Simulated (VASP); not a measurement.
# La (Fd-3m) in VASP: further runs

Runs on La. Level: revPBE. Tasks: single point.

Program: VASP 6.6.1. These are calculated values, not measurements. Logs are shortened: lines on timing, memory, paths and dates and some standing lists are left out, and cuts for length are marked.

### Step 1. The cell of the first run

The structure is cubic, space group Fd-3m (No. 227). Conventional cell: a = 6.735 Å, b = 6.735 Å, c = 6.735 Å, α = 90.00°, β = 90.00°, γ = 90.00°. La (site symmetry -43m) has 4 La at 2.92 Å within 3.8 Å.

### Step 2. Single point, revPBE

Contents of INCAR:

```
SYSTEM = La
ALGO = Normal ; EDIFF = 1E-6
ENCUT = 520 ; GGA = RE
ISIF = 2 ; ISMEAR = -1
LASPH = .True. ; LCHARG = .False.
LREAL = .False. ; LWAVE = .False.
NBANDS = 18 ; NELM = 100
PREC = Accurate ; SIGMA = 0.1
```

Contents of KPOINTS:

```
k-points
0
Gamma
  8 8 8
  0 0 0
```

Contents of POSCAR:

```
La
1.0
    0.0000000000      3.3676269268      3.3676269268
    3.3676269268      0.0000000000      3.3676269268
    3.3676269268      3.3676269268      0.0000000000
La
2
Direct
    0.1250000000      0.1250000000      0.1250000000
    0.8750000000      0.8750000000      0.8750000000
```

Potentials or basis: VASP PAW PBE potentials, release 64 (La).

Started as:

```
cat potpaw_PBE.64/La/POTCAR > POTCAR
mpirun -np 1 vasp_std > vasp.out
```

OUTCAR:

```text
SYSTEM = La
   EDIFF = 1E-6
   ENCUT = 520
   GGA = RE
   ISIF = 2
   ISMEAR = -1
   LASPH = .True.
   LREAL = .False.
   NELM = 100
   PREC = Accurate

 ion  position               nearest neighbor table
   1  0.125  0.125  0.125-   2 2.92   2 2.92   2 2.92   2 2.92
   2  0.875  0.875  0.875-   1 2.92   1 2.92   1 2.92   1 2.92

  LATTYP: Found a face centered cubic cell.
 ALAT       =     6.7352538536

  Lattice vectors:

 A1 = (   0.0000000000,   3.3676269268,   3.3676269268)
 A2 = (   3.3676269268,   0.0000000000,   3.3676269268)
 A3 = (   3.3676269268,   3.3676269268,   0.0000000000)

Analysis of symmetry for initial positions (statically):
=====================================================================
 Subroutine PRICEL returns:
 Original cell was already a primitive cell.

 Routine SETGRP: Setting up the symmetry group for a
 face centered cubic supercell.

 Subroutine GETGRP returns: Found 48 space group operations
 (whereof 12 operations were pure point group operations)
 out of a pool of 48 trial point group operations.

The static configuration has the point symmetry D_3d.
 The point group associated with its full space group is O_h .

Analysis of symmetry for dynamics (positions and initial velocities):
=====================================================================
 Subroutine PRICEL returns:
 Original cell was already a primitive cell.

 Routine SETGRP: Setting up the symmetry group for a
 face centered cubic supercell.

 Subroutine GETGRP returns: Found 48 space group operations
 (whereof 12 operations were pure point group operations)
 out of a pool of 48 trial point group operations.

The dynamic configuration has the point symmetry D_3d.
 The point group associated with its full space group is O_h .

 Subroutine INISYM returns: Found 48 space group operations
 (whereof 12 operations are pure point group operations),
 and found     1 'primitive' translations

----------------------------------------------------------------------------------------

                                     Primitive cell

  volume of cell :      76.3839

  direct lattice vectors                    reciprocal lattice vectors
     0.000000000  3.367626927  3.367626927    -0.148472503  0.148472503  0.148472503
     3.367626927  0.000000000  3.367626927     0.148472503 -0.148472503  0.148472503
     3.367626927  3.367626927  0.000000000     0.148472503  0.148472503 -0.148472503

  length of vectors
     4.762543673  4.762543673  4.762543673     0.257161919  0.257161919  0.257161919

  position of ions in fractional coordinates (direct lattice)
     0.125000000  0.125000000  0.125000000
     0.875000000  0.875000000  0.875000000

  ion indices of the primitive-cell ions
   primitive index   ion index
                 1           1
                 2           2

----------------------------------------------------------------------------------------

 KPOINTS: k-points

Automatic generation of k-mesh.
 Grid dimensions read from file:
 generate k-points for:    8    8    8

 Generating k-lattice:

  Cartesian coordinates                     Fractional coordinates (reciprocal lattice)
    -0.018559063  0.018559063  0.018559063     0.125000000  0.000000000  0.000000000
     0.018559063 -0.018559063  0.018559063     0.000000000  0.125000000  0.000000000
     0.018559063  0.018559063 -0.018559063     0.000000000  0.000000000  0.125000000

  Length of vectors
     0.032145240  0.032145240  0.032145240

  Shift w.r.t. Gamma in fractional coordinates (k-lattice)
     0.000000000  0.000000000  0.000000000

 Subroutine IBZKPT returns following result:
 ===========================================

 Found     29 irreducible k-points:

 Following reciprocal coordinates:
            Coordinates               Weight
  0.000000  0.000000  0.000000      1.000000
  0.125000  0.000000  0.000000      8.000000
  0.250000  0.000000  0.000000      8.000000
  0.375000  0.000000  0.000000      8.000000
  0.500000  0.000000  0.000000      4.000000
  0.125000  0.125000  0.000000      6.000000
[... 16 lines left out ...]
  0.500000  0.250000  0.125000     48.000000
 -0.375000  0.250000  0.125000     24.000000
 [... further k-points ...]
   k-points           NKPTS =     29   k-points in BZ     NKDIM =     29   number of bands    NBANDS=     18
   number of dos      NEDOS =    301   number of ions     NIONS =      2
   total plane-waves  NPLWV =  46656
   dimension x,y,z NGX =    36 NGY =   36 NGZ =   36
   dimension x,y,z NGXF=    72 NGYF=   72 NGZF=   72
   ions per type =               2
   NGX,Y,Z   is equivalent  to a cutoff of  12.57, 12.57, 12.57 a.u.
   NGXF,Y,Z  is equivalent  to a cutoff of  25.13, 25.13, 25.13 a.u.
 SYSTEM =  La
   PREC   = accura    normal or accurate (medium, high low for compatibility)
   ISTART =      0    job   : 0-new  1-cont  2-samecut
   ICHARG =      2    charge: 1-file 2-atom 10-const
   ISPIN  =      1    spin polarized calculation?
   LNONCOLLINEAR =      F non collinear calculations
   LSORBIT =      F    spin-orbit coupling
   LASPH  =      T    aspherical Exc in radial PAW
   ENCUT  =  520.0 eV  38.22 Ry    6.18 a.u.   8.86  8.86  8.86*2*pi/ulx,y,z
   NELM   =    100;   NELMIN=  2; NELMDL= -5     # of ELM steps
   EDIFF  = 0.1E-05   stopping-criterion for ELM
   LREAL  =      F    real-space projection
   EDIFFG = 0.1E-04   stopping-criterion for IOM
   NSW    =      0    number of steps for IOM
   IBRION =     -1    ionic relax: 0-MD 1-quasi-New 2-CG
   NFREE  =      0    steps in history (QN), initial steepest desc. (CG)
   ISIF   =      2    stress and relaxation
   ISYM   =      2    0-nonsym 1-usesym 2-fastsym
   POTIM  = 0.5000    time-step for ionic-motion
   TEBEG  =    0.0;   TEEND  =   0.0 temperature during run
   PSTRESS=    0.0 pullay stress
   NELECT =      22.0000    total number of electrons
   NUPDOWN=      -1.0000    fix difference up-down
   EMIN   =  10.00;   EMAX   =-10.00  energy-range for DOS
   EFERMI =   0.00;   METHOD = LEGACY
   ISMEAR =    -1;   SIGMA  =   0.10  broadening in eV -4-tet -1-fermi 0-gaus
   EFERMI_NEDOS =   21; number of points for ismear=-14 and -15
   IALGO  =     38    algorithm
   IMIX   =      4    mixing-type and parameters
     AMIX     =   0.40;   BMIX     =  1.00
     AMIX_MAG =   1.60;   BMIX_MAG =  1.00
  volume/ion in A,a.u.               =      38.19       257.73
  Fermi-wavevector in a.u.,A,eV,Ry     =   1.081140  2.043057 15.903343  1.168863
  Thomas-Fermi vector in A             =   2.217148
   LORBIT       =      0    0 simple, 1 ext, 2 COOP (PROOUT), +10 PAW based schemes
   GGA     = RE    functional components
   LHFCALC =     F    Hartree Fock is set to
   AEXX    =    0.0000 exact exchange contribution
   IVDW    =     0    specifies the selected vdW correction
   LEPSILON=     F    determine dielectric tensor
   LRPA    =     F    only Hartree local field effects (RPA)
 non-spin polarized calculation
  energy-cutoff  :      520.00
  volume of cell :       76.38
 maximum number of plane-waves:      2085
   NGX = 17   NGY = 17   NGZ = 17

 number of electron      21.9999999 magnetization

 Free energy of the ion-electron system (eV)
  ---------------------------------------------------
  ext. energy  EPLUGINS =         0.00000000
  ---------------------------------------------------
  free energy    TOTEN  =        -7.14429934 eV

  energy without entropy =       -7.06830866  energy(sigma->0) =       -7.10630400

 E-fermi :   7.2714     XC(G=0):  -9.1280

 val. band max:        7.2617251729   @ k =   0.3750   0.0000   0.0000
 cond. band min:       7.2766200120   @ k =  -0.3750   0.5000   0.1250
 fundamental gap:      0.0148948391
 Fermi energy:         7.2713736329

 k-point     1 :       0.0000    0.0000    0.0000
  band No.  band energies     occupation
      1     -26.2822      2.00000
      2     -24.7115      2.00000
      3     -10.4723      2.00000
      4     -10.4723      2.00000
      5     -10.4723      2.00000
      6      -8.4518      2.00000
[... 10 lines left out ...]
     17       8.8916      0.00000
     18       8.8916      0.00000

 k-point     2 :       0.1250    0.0000    0.0000
  band No.  band energies     occupation
      1     -26.2429      2.00000
      2     -24.7625      2.00000
      3     -10.5166      2.00000
      4     -10.5166      2.00000
      5     -10.4737      2.00000
      6      -8.4223      2.00000
[... 10 lines left out ...]
     17       8.8005      0.00000
     18       8.8978      0.00000

 k-point     3 :       0.2500    0.0000    0.0000
  band No.  band energies     occupation
      1     -26.1354      2.00000
      2     -24.8983      2.00000
      3     -10.6143      2.00000
      4     -10.6143      2.00000
      5     -10.4844      2.00000
      6      -8.3379      2.00000
[... 10 lines left out ...]
     17       8.9309      0.00000
     18       8.9402      0.00000

 k-point     4 :       0.3750    0.0000    0.0000
  band No.  band energies     occupation
      1     -25.9987      2.00000
      2     -25.0630      2.00000
      3     -10.7021      2.00000
      4     -10.7021      2.00000
      5     -10.5045      2.00000
      6      -8.2354      2.00000
[... 10 lines left out ...]
     17       8.9269      0.00000
     18       9.2258      0.00000

 k-point     5 :       0.5000    0.0000    0.0000
  band No.  band energies     occupation
      1     -25.9258      2.00000
      2     -25.1475      2.00000
      3     -10.7360      2.00000
      4     -10.7360      2.00000
      5     -10.5152      2.00000
      6      -8.1880      2.00000
[... 10 lines left out ...]
     17       9.2511      0.00000
     18       9.2818      0.00000

 k-point     6 :       0.1250    0.1250    0.0000
  band No.  band energies     occupation
      1     -26.2292      2.00000
      2     -24.7801      2.00000
      3     -10.5710      2.00000
      4     -10.5710      2.00000
      5     -10.3823      2.00000
      6      -8.5314      2.00000
[... 10 lines left out ...]
     17       8.7617      0.00000
     18       8.8476      0.00000

 k-point     7 :       0.2500    0.1250    0.0000
  band No.  band energies     occupation
      1     -26.1422      2.00000
      2     -24.8898      2.00000
      3     -10.6789      2.00000
      4     -10.6712      2.00000
      5     -10.3127      2.00000
      6      -8.5634      2.00000
[... 10 lines left out ...]
     17       8.8462      0.00000
     18       8.8685      0.00000

 k-point     8 :       0.3750    0.1250    0.0000
  band No.  band energies     occupation
      1     -26.0079      2.00000
      2     -25.0522      2.00000
      3     -10.8046      2.00000
      4     -10.7543      2.00000
      5     -10.2742      2.00000
      6      -8.5281      2.00000
[... 10 lines left out ...]
     17       8.8621      0.00000
     18       9.0192      0.00000
[... 229 lines left out ...]
     17       8.9887      0.00000
     18       9.1171      0.00000

 k-point    20 :      -0.3750    0.3750    0.0000
  band No.  band energies     occupation
      1     -25.6621      2.00000
      2     -25.4347      2.00000
      3     -11.0752      2.00000
      4     -10.9251      2.00000
      5      -9.6694      2.00000
      6      -9.0821      2.00000
[... 10 lines left out ...]
     17       9.0363      0.00000
     18       9.0805      0.00000

 k-point    21 :       0.5000    0.5000    0.0000
  band No.  band energies     occupation
      1     -25.5495      2.00000
      2     -25.5495      2.00000
      3     -11.0027      2.00000
      4     -11.0027      2.00000
      5      -9.4161      2.00000
      6      -9.4161      2.00000
[... 10 lines left out ...]
     17       9.1175      0.00000
     18       9.1180      0.00000

 k-point    22 :       0.3750    0.2500    0.1250
  band No.  band energies     occupation
      1     -26.0375      2.00000
      2     -25.0171      2.00000
      3     -10.8452      2.00000
      4     -10.7297      2.00000
      5     -10.1792      2.00000
      6      -8.6521      2.00000
[... 10 lines left out ...]
     17       8.8210      0.00000
     18       8.8641      0.00000

 k-point    23 :       0.5000    0.2500    0.1250
  band No.  band energies     occupation
      1     -25.8983      2.00000
      2     -25.1786      2.00000
      3     -10.9666      2.00000
      4     -10.8065      2.00000
      5     -10.0585      2.00000
      6      -8.7049      2.00000
[... 10 lines left out ...]
     17       8.8558      0.00000
     18       8.9780      0.00000

 k-point    24 :      -0.3750    0.2500    0.1250
  band No.  band energies     occupation
      1     -25.8180      2.00000
      2     -25.2681      2.00000
      3     -11.0097      2.00000
      4     -10.8418      2.00000
      5     -10.0083      2.00000
      6      -8.7233      2.00000
[... 10 lines left out ...]
     17       8.9872      0.00000
     18       9.2384      0.00000

 [... further k-points ...]

------------------------ aborting loop because EDIFF is reached ----------------------------------------

  FORCE on cell =-STRESS in cart. coord.  units (eV):
  Direction    XX          YY          ZZ          XY          YZ          ZX
  --------------------------------------------------------------------------------------
  -------------------------------------------------------------------------------------
  Total       -0.0326042     -0.0326042     -0.0326042     -0.0000000     -0.0000000     -0.0000000
  in kB       -0.6838837     -0.6838837     -0.6838837     -0.0000000     -0.0000000     -0.0000000
  external PRESSURE =      -0.6838837 kB  Pullay stress =       0.0000000 kB

 VOLUME and BASIS-vectors are now :
 -----------------------------------------------------------------------------
  energy-cutoff  :      520.00
  volume of cell :       76.38
      direct lattice vectors                 reciprocal lattice vectors
     0.000000000  3.367626927  3.367626927    -0.148472503  0.148472503  0.148472503
     3.367626927  0.000000000  3.367626927     0.148472503 -0.148472503  0.148472503
     3.367626927  3.367626927  0.000000000     0.148472503  0.148472503 -0.148472503

 POSITION                                       TOTAL-FORCE (eV/Angst)
 -----------------------------------------------------------------------------------
      0.84191      0.84191      0.84191        -0.000000     -0.000000     -0.000000
      5.89335      5.89335      5.89335         0.000000      0.000000      0.000000
 -----------------------------------------------------------------------------------
    total drift:                               -0.000000      0.000000      0.000000

  FREE ENERGIE OF THE ION-ELECTRON SYSTEM (eV)
  ---------------------------------------------------
  free  energy   TOTEN  =        -7.1442993420 eV

  energy  without entropy=       -7.0683086620  energy(sigma->0) =       -7.10630400
```

Wall time 25 s (1 thread of Intel Xeon 6975P-C (Granite Rapids), shared host); peak memory 0.22 GiB.

What came out:

```yaml
Free_energy: -7.1443 eV
Pressure: -0.1 GPa
Band_gap_on_the_k_mesh: zero (band 11 reaches 7.40 eV, above the bottom of band 12 at 7.05 eV)
```

Caveat: the PAW data sets were made with another functional, which shifts forces and pressure a little; spin-orbit coupling is left out, which moves the levels of the heavy elements.

### Step 3. Single point, revPBE (volume scaled by 0.88)

Contents of INCAR:

```
  PREC = Accurate
  ENCUT = 520
  EDIFF = 1E-6
  ISMEAR = -1
  SIGMA = 0.1
  LREAL = False
  LASPH = True
  NELM = 80
  ALGO = Normal
  ISIF = 2
  LWAVE = False
  LCHARG = False
  GGA = RE
  NBANDS = 18
```

Contents of KPOINTS:

```
regular mesh
0
Gamma
  9 9 9
```

Contents of POSCAR:

```
La
1.0
    0.0000000000      3.2271429057      3.2271429057
    3.2271429057      0.0000000000      3.2271429057
    3.2271429057      3.2271429057      0.0000000000
La
2
Direct
    0.1250000000      0.1250000000      0.1250000000
    0.8750000000      0.8750000000      0.8750000000
```

Potentials or basis: VASP PAW PBE potentials, release 64 (La).

Started as:

```
cat potpaw_PBE.64/La/POTCAR > POTCAR
mpirun -np 1 vasp_std > vasp.out
```

Wall time 27 s (1 thread of Intel Xeon 6975P-C (Granite Rapids), shared host); peak memory 0.22 GiB.

The run converged. Its results:

* Free energy: -6.9705 eV
* Pressure: 7.0 GPa
* Band gap on the k mesh: zero (band 11 reaches 8.46 eV, above the bottom of band 12 at 8.37 eV)

Levels at points of the mesh, in eV from the Fermi level:
```csv
k point,band 9,band 10,band 11,band 12,band 13,band 14
"(0.00, 0.00, 0.00)",-2.32,-0.83,-0.83,0.99,0.99,0.99
```

Caveat: the PAW data sets were made with another functional, which shifts forces and pressure a little; spin-orbit coupling is left out, which moves the levels of the heavy elements.

(Part 1 of 2 ends here.)
